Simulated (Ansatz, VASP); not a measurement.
# One calculation of W, two programs

The input INCAR:

```
ALGO     = Normal         # electronic algorithm
EDIFF    = 1E-6           # SCF threshold, eV
ENCUT    = 500            # plane-wave cutoff, eV
GGA      = PS             # functional
GGA_COMPAT= F            
ISIF     = 2              # what is computed and relaxed
ISMEAR   = -1             # smearing method
LASPH    = T              # aspherical terms in the spheres
LCHARG   = F              # write CHGCAR
LREAL    = F              # projectors in reciprocal space
LWAVE    = F              # write WAVECAR
NBANDS   = 13             # bands
NELM     = 120            # most SCF steps
PREC     = Accurate       # precision mode
SIGMA    = 0.1            # smearing width, eV
```

File KPOINTS:

```
k-points
0
Gamma
  7 7 7
```

POSCAR

```
W
1.0
    0.0000000000      1.9964800861      1.9964800861
    1.9964800861      0.0000000000      1.9964800861
    1.9964800861      1.9964800861      0.0000000000
W
1
Direct
    0.0000000000      0.0000000000      0.0000000000
```

Input for Ansatz:

```yaml
crystal:
  lattice:
    - [1.1037076381842027e-18, 1.9964800861278749, 1.996480086127875]
    - [1.996480086127875, 7.070627057117549e-19, 1.996480086127875]
    - [1.996480086127875, 1.9964800861278749, 1.8107703438959576e-18]
  atoms:
    - { symbol: W, position: [5.421336930013331e-34, -6.1441818540151085e-34, -8.890992565221863e-34] }
basis:
  ecutwfc: 550.0
kpoints:
  mp_grid:
    grid: [7, 7, 7]
hamiltonian:
  xc: pbesol
scf:
  occupations:
    method: fermi_dirac
    width: 0.1
output:
  forces: true
  stress: true
```

Alike in both runs: task single point; functional PBEsol; k mesh 7 × 7 × 7; occupations fermi-dirac, width 0.1 eV; no spin polarisation.

|  | VASP | Ansatz |
| --- | --- | --- |
| version | VASP 6.6.1 | Ansatz 0.2.0 |
| potentials or method | VASP PAW PBE potentials, release 64 (W_sv), cutoff 500 eV | plane waves, PAW |
| valence electrons in the cell | 14 | 14 |

VASP gave:

```
pressure (GPa) : 3.5
```

Problem. Which values does Ansatz return?

Solution. Pressure (GPa): 2.8.

VASP's potentials were made for PBE, not for PBEsol.

The k mesh is coarse, so the values compare programs but aren't converged. Neither program's run includes spin-orbit coupling.
